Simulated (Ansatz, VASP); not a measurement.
**One calculation of CdBr2, two programs**

```
Cd Br
1.0
     3.90972    0.00000    0.00000
    -1.95486    3.38591    0.00000
     0.00000    0.00000   12.22340
Cd Br
2 4
Cartesian
  0.0000 2.2573 4.5839
  1.9549 1.1286 10.6956
  0.0000 2.2573 0.0167
  1.9549 1.1286 6.1284
  0.0000 0.0000 3.0390
  0.0000 0.0000 9.1507
```

Alike in both runs: functional LDA; k mesh 12 × 12 × 2; no spin polarisation.

Ansatz relaxed the structure, and its values are those at the end. VASP's run is a single point on that final structure, the one shown.

|  | VASP | Ansatz |
| --- | --- | --- |
| version | VASP 6.6.1 | Ansatz 0.2.0 |
| potentials or method | VASP PAW LDA potentials, release 64 (Cd, Br), cutoff 520 eV | plane waves, PAW |
| occupations | gaussian, width 0.01 eV | fixed |
| valence electrons in the cell | 52 | 68 |

Ansatz gave:

```
pressure (GPa)                     : 0.0
rms of the force components (eV/Å) : 0.001
```

Which values does VASP return?

Pressure (GPa): 0.4; rms of the force components (eV/Å): 0.029.

LDA's correlation is that of Perdew and Zunger in VASP and of Perdew and Wang (1992) in Ansatz. VASP's potentials hold 52 valence electrons a cell and Ansatz's 68, so a difference there can come from the potentials and not from the codes. Ansatz's warnings: stress scf threshold loose.
